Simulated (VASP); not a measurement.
**Si: single point with PBE**

The system is Si.

```
Si
1.0
     0.00000    2.62137    2.62137
     2.62137    0.00000    2.62137
     2.62137    2.62137    0.00000
Si
2
Direct
  0.50000 0.50000 0.50000
  0.75000 0.75000 0.75000
```

This cell differs from its parent crystal: volume scaled by 0.88.

| Item | Value |
| --- | --- |
| Program | VASP 6.6.1 |
| Task | single point |
| Functional | PBE |
| Potentials or basis | VASP PAW PBE potentials, release 64 (Si) |
| Cutoff | 520 eV |
| k mesh | 9 × 9 × 9 |
| Occupations | fermi-dirac, width 0.05 eV |
| Spin | no spin polarisation |
| Dipole correction | no |
| Further INCAR settings | ALGO = Normal; EDIFF = 1e-06; NBANDS = 11 |

The pressure is 14.7 GPa. The band gap on the k mesh is 0.36 eV, indirect (least direct gap 2.60 eV).

Levels at points of the mesh, in eV from the valence-band top:
```
           k point  band 1  band 2  band 3  band 4  band 5  band 6  band 7  band 8  band 9
(0.00, 0.00, 0.00)  -12.72    0.00    0.00    0.00    2.60    2.60    2.60    4.64    7.76
```

Run time: 6.9 s on 1 thread of Intel(R) Xeon(R) Platinum 8488C (Sapphire Rapids), with other jobs on the host, peak memory 0.14 GiB.

 A k mesh can miss the band edges.
